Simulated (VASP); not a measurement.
# CoO (F-43m) in VASP: a series of runs, part 2 of 2

VASP 6.6.1. The steps go on from the part before.

### Step 6. Single point, PBEsol, collinear spin, ferromagnetic start

INCAR reads:

```
  PREC = Accurate
  ENCUT = 520
  EDIFF = 1E-7
  ISMEAR = 0
  SIGMA = 0.1
  LREAL = F
  LASPH = T
  NELM = 150
  ALGO = Normal
  ISIF = 2
  LWAVE = F
  LCHARG = F
  ISPIN = 2
  MAGMOM = 2.58 0.43
  LORBIT = 11
  NUPDOWN = 3.0
  LMAXMIX = 4
  GGA = PS
  NBANDS = 18
```

KPOINTS reads:

```
regular mesh
0
Gamma
  16 16 16
```

POSCAR reads:

```
CoO
1.0
    0.0000000000      2.1744804960      2.1744804960
    2.1744804960      0.0000000000      2.1744804960
    2.1744804960      2.1744804960      0.0000000000
Co O
1 1
Direct
    0.0000000000      0.0000000000      0.0000000000
    0.2500000000      0.2500000000      0.2500000000
```

Potentials or basis: VASP PAW PBE potentials, release 64 (Co, O).

Run with:

```sh
$ cat potpaw_PBE.64/Co/POTCAR potpaw_PBE.64/O/POTCAR > POTCAR
$ mpirun -np 1 vasp_std > vasp.out
```

OUTCAR:

```text
PREC = Accurate
   ENCUT = 520
   EDIFF = 1E-7
   ISMEAR = 0
   LREAL = F
   LASPH = T
   NELM = 150
   ISIF = 2
   ISPIN = 2
   LORBIT = 11
   NUPDOWN = 3.0
   GGA = PS

 ion  position               nearest neighbor table
   1  0.000  0.000  0.000-   2 1.88   2 1.88   2 1.88   2 1.88
   2  0.250  0.250  0.250-   1 1.88   1 1.88   1 1.88   1 1.88

  LATTYP: Found a face centered cubic cell.
 ALAT       =     4.3489609920

  Lattice vectors:

 A1 = (   0.0000000000,   2.1744804960,   2.1744804960)
 A2 = (   2.1744804960,   0.0000000000,   2.1744804960)
 A3 = (   2.1744804960,   2.1744804960,   0.0000000000)

Analysis of symmetry for initial positions (statically):
=====================================================================
 Subroutine PRICEL returns:
 Original cell was already a primitive cell.

 Routine SETGRP: Setting up the symmetry group for a
 face centered cubic supercell.

 Subroutine GETGRP returns: Found 24 space group operations
 (whereof 24 operations were pure point group operations)
 out of a pool of 48 trial point group operations.

The static configuration has the point symmetry T_d .

Analysis of symmetry for dynamics (positions and initial velocities):
=====================================================================
 Subroutine PRICEL returns:
 Original cell was already a primitive cell.

 Routine SETGRP: Setting up the symmetry group for a
 face centered cubic supercell.

 Subroutine GETGRP returns: Found 24 space group operations
 (whereof 24 operations were pure point group operations)
 out of a pool of 48 trial point group operations.

The dynamic configuration has the point symmetry T_d .

Analysis of structural, dynamic, and magnetic symmetry:
=====================================================================
 Subroutine PRICEL returns:
 Original cell was already a primitive cell.

 Routine SETGRP: Setting up the symmetry group for a
 face centered cubic supercell.

 Subroutine GETGRP returns: Found 24 space group operations
[... 138 lines left out ...]
 maximum number of plane-waves:       568
   NGX = 11   NGY = 11   NGZ = 11

 number of electron      14.9999996 magnetization       2.9999996

 Free energy of the ion-electron system (eV)
  ---------------------------------------------------
  ext. energy  EPLUGINS =         0.00000000
  ---------------------------------------------------
  free energy    TOTEN  =       -14.17492870 eV

  energy without entropy =      -14.16910318  energy(sigma->0) =      -14.17201594

 E-fermi :   7.0741     XC(G=0): -12.0722

 val. band max:        7.7049174494   @ k =   0.0000   0.0000   0.0000
 cond. band min:       7.0788038279   @ k =   0.4375   0.4375   0.0000
 fundamental gap:     -0.6261136214
 Fermi energy:         7.8026058442

 spin component 1

 k-point     1 :       0.0000    0.0000    0.0000
  band No.  band energies     occupation
      1     -13.6161      1.00000
      2       0.2662      1.00000
      3       0.2662      1.00000
      4       0.2662      1.00000
      5       4.5607      1.00000
      6       4.5607      1.00000
[... 493 lines left out ...]
     17      30.2571      0.00000
     18      31.7891      0.00000

 [... further k-points ...]

 spin component 2

 k-point     1 :       0.0000    0.0000    0.0000
  band No.  band energies     occupation
      1     -12.9427      1.00000
      2       1.5866      1.00000
      3       1.5866      1.00000
      4       1.5866      1.00000
      5       6.6307      1.00000
      6       6.6307      1.00000
[... 493 lines left out ...]
     17      30.6511      0.00000
     18      32.3569      0.00000

 [... further k-points ...]
[... 5 lines left out ...]
  --------------------------------------------------------------------------------------
  -------------------------------------------------------------------------------------
  Total        1.7143774      1.7143774      1.7143774      0.0000000      0.0000000      0.0000000
  in kB      133.5735487    133.5735487    133.5735487      0.0000000      0.0000000      0.0000000
  external PRESSURE =     133.5735487 kB  Pullay stress =       0.0000000 kB

 VOLUME and BASIS-vectors are now :
 -----------------------------------------------------------------------------
  energy-cutoff  :      520.00
  volume of cell :       20.56
      direct lattice vectors                 reciprocal lattice vectors
     0.000000000  2.174480496  2.174480496    -0.229939979  0.229939979  0.229939979
     2.174480496  0.000000000  2.174480496     0.229939979 -0.229939979  0.229939979
     2.174480496  2.174480496  0.000000000     0.229939979  0.229939979 -0.229939979

 POSITION                                       TOTAL-FORCE (eV/Angst)
 -----------------------------------------------------------------------------------
      0.00000      0.00000      0.00000        -0.000000      0.000000      0.000000
      1.08724      1.08724      1.08724         0.000000     -0.000000     -0.000000
 -----------------------------------------------------------------------------------
    total drift:                                0.000000      0.000000      0.000000

  FREE ENERGIE OF THE ION-ELECTRON SYSTEM (eV)
  ---------------------------------------------------
  free  energy   TOTEN  =       -14.1749286951 eV

  energy  without entropy=      -14.1691031804  energy(sigma->0) =      -14.17201594

 total charge

# of ion       s       p       d       tot
------------------------------------------
    1        0.390   0.558   7.263   8.211
    2        1.548   3.483   0.000   5.030
--------------------------------------------------
tot          1.937   4.041   7.263  13.241

 magnetization (x)

# of ion       s       p       d       tot
------------------------------------------
    1        0.019   0.066   2.444   2.530
    2        0.024   0.358   0.000   0.383
--------------------------------------------------
tot          0.044   0.425   2.444   2.913
```

OSZICAR:

```text
N       E                     dE             d eps       ncg     rms          rms(c)
DAV:   1     0.806818354535E+02    0.80682E+02   -0.67665E+03 10832   0.950E+02
DAV:   2    -0.119663875889E+02   -0.92648E+02   -0.82535E+02 11040   0.227E+02
DAV:   3    -0.168841158168E+02   -0.49177E+01   -0.48186E+01 11936   0.562E+01
DAV:   4    -0.169379946578E+02   -0.53879E-01   -0.53834E-01 12626   0.552E+00
DAV:   5    -0.169392544511E+02   -0.12598E-02   -0.12596E-02 12686   0.850E-01    0.194E+01
DAV:   6    -0.155835778015E+02    0.13557E+01   -0.21521E+01 11694   0.711E+01    0.226E+01
DAV:   7    -0.141959896579E+02    0.13876E+01   -0.59822E+00 12226   0.491E+01    0.105E+01
DAV:   8    -0.142021252784E+02   -0.61356E-02   -0.22428E-01 11736   0.371E+00    0.557E+00
DAV:   9    -0.141721806498E+02    0.29945E-01   -0.27951E-02 14720   0.263E+00    0.833E-01
DAV:  10    -0.141751754501E+02   -0.29948E-02   -0.95012E-03 13690   0.117E+00    0.225E-01
DAV:  11    -0.141749010085E+02    0.27444E-03   -0.23762E-03 15064   0.611E-01    0.789E-02
DAV:  12    -0.141749149692E+02   -0.13961E-04   -0.10146E-04 11964   0.948E-02    0.324E-02
DAV:  13    -0.141749258543E+02   -0.10885E-04   -0.19935E-05 11970   0.401E-02    0.219E-02
DAV:  14    -0.141749288775E+02   -0.30232E-05   -0.17844E-06 11508   0.101E-02    0.458E-03
DAV:  15    -0.141749287252E+02    0.15223E-06   -0.47508E-07 13640   0.643E-03    0.162E-03
DAV:  16    -0.141749286951E+02    0.30167E-07   -0.37022E-08  6484   0.210E-03
   1 F= -.14174929E+02 E0= -.14172016E+02  d E =-.582551E-02  mag=     3.0000
```

stdout:

```text
POSCAR found type information on POSCAR CoO
 POSCAR found :  2 types and       2 ions
 scaLAPACK will be used
 -----------------------------------------------------------------------------
|                                                                             |
|                                                                             |
|     You enforced a specific xc type in the INCAR file but a different       |
|     I HOPE YOU KNOW WHAT YOU ARE DOING!                                     |
|                                                                             |
 -----------------------------------------------------------------------------

 LDA part: xc-table for (Slater+PW92), standard interpolation
 POSCAR, INCAR and KPOINTS ok, starting setup
 FFT: planning ... GRIDC
 FFT: planning ... GRID_SOFT
 FFT: planning ... GRID
 WAVECAR not read
 entering main loop
```

Run time: 34 s. Hardware: 1 thread of Intel Xeon 6975P-C (Granite Rapids), shared host; peak memory 0.21 GiB.

Results:

```yaml
Free_energy: -14.1749 eV
Pressure: 13.4 GPa
Net_moment: 3.00 μB per cell
Site_moments: Co +2.53; O +0.38 μB
Valence_electrons_inside_the_program's_atomic_spheres: Co 8.21; O 5.03
```

Caveat: the cell stands under pressure; the PAW data sets were made with another functional, which shifts forces and pressure a little; the total moment is fixed, so each spin has its own Fermi level; a cell with one magnetic atom can't hold antiferromagnetic order, which such compounds often take.

### Step 7. The runs side by side

```tsv
fixed moment (μB)	pressure (GPa)	moment (μB)
1.0	-5.2	1.00
1.5	-2.9	1.50
2.0	1.5	2.00
2.5	7.0	2.50
3.0	13.4	3.00
```

Alike in all rows: task single point; level PBEsol; potentials or basis VASP PAW PBE potentials, release 64 (Co, O); spin collinear, ferromagnetic start; cell as given; k mesh 16 × 16 × 16; cutoff (eV) 520; smearing gaussian 0.1 eV.

Caveats: the PAW data sets were made with another functional, which shifts forces and pressure a little; the total moment is fixed, so each spin has its own Fermi level; a cell with one magnetic atom can't hold antiferromagnetic order, which such compounds often take; the cell stands under pressure (at least some runs); the cell stands under tension (at least some runs).

Absolute energies hang on the potentials; compare differences alone.
